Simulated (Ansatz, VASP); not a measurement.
**Fe in VASP and in Ansatz**

The input POSCAR:

```
Fe
1.0
    0.0000000000      1.7062696208      1.7062696208
    1.7062696208      0.0000000000      1.7062696208
    1.7062696208      1.7062696208      0.0000000000
Fe
1
Direct
    0.0000000000      0.0000000000      0.0000000000
```

INCAR.step1

```
ALGO = Normal
EDIFF = 1E-4
ENCUT = 520
GGA = PE
GGA_COMPAT = False
ISMEAR = -1
LASPH = True
LCHARG = False
LMAXMIX = 4
LREAL = False
LSORBIT = True
LWAVE = True
MAGMOM = 0 0 0
NBANDS = 19
NELM = 150
PREC = Accurate
SIGMA = 0.1
```

Contents of INCAR.step2:

```
ALGO = Normal
EDIFF = 1E-6
ENCUT = 520
GGA_COMPAT = False
ISIF = 2
ISMEAR = -1
ISTART = 1
LASPH = True
LCHARG = True
LMAXMIX = 4
LMIXTAU = True
LORBIT = 11
LORBMOM = True
LREAL = False
LSORBIT = True
LVHAR = True
LWAVE = False
MAGMOM = 0 0 0
METAGGA = R2SCAN
NBANDS = 19
NELM = 150
PREC = Accurate
SIGMA = 0.1
```

The input KPOINTS:

```
k-points
0
Gamma
  16 16 16
```

Input for Ansatz:

```yaml
crystal:
  lattice:
    - [0.0, 1.7062696208, 1.7062696208]
    - [1.7062696208, 0.0, 1.7062696208]
    - [1.7062696208, 1.7062696208, 0.0]
  atoms:
    - { symbol: Fe, position: [0.0, 0.0, 0.0] }
hamiltonian:
  xc: r2scan
  pseudopotentials:
    kind: paw_fr
    azcp:
      Fe: "pseudopotentials/Fe.paw.azcp"
basis:
  ecutwfc: 500
  fft_grid_basis: typed
kpoints:
  mp_grid: { grid: [16, 16, 16], shift: [0, 0, 0] }
magnetization:
  noncollinear: true
  spin_orbit: true
scf:
  occupations: { method: fermi_dirac, width: 0.1 }
output:
  write_density: true
  write_potential: true
  elf: true
  volumetric_format: npy
```

Alike in both runs: task single point; functional r2SCAN; k mesh 16 × 16 × 16; occupations fermi-dirac, width 0.1 eV; non-collinear spin, spin-orbit coupling.

|  | VASP | Ansatz |
| --- | --- | --- |
| version | VASP 6.6.1 | Ansatz 0.2.0 |
| potentials or method | VASP PAW PBE potentials, release 64 (Fe), cutoff 520 eV | plane waves (500 eV) with PAW, fully relativistic with spin-orbit coupling |
| valence electrons in the cell | 8 | 16 |

```csv
,VASP,Ansatz,Ansatz less VASP
net moment per atom (μB),0.00,0.00,0.000
```

VASP's potentials were made for PBE, not for r2SCAN. With one functional, cell and mesh, what is left measures potentials, basis and numerics. VASP's potentials hold 8 valence electrons a cell and Ansatz's 16, so a difference there can come from the potentials and not from the codes.
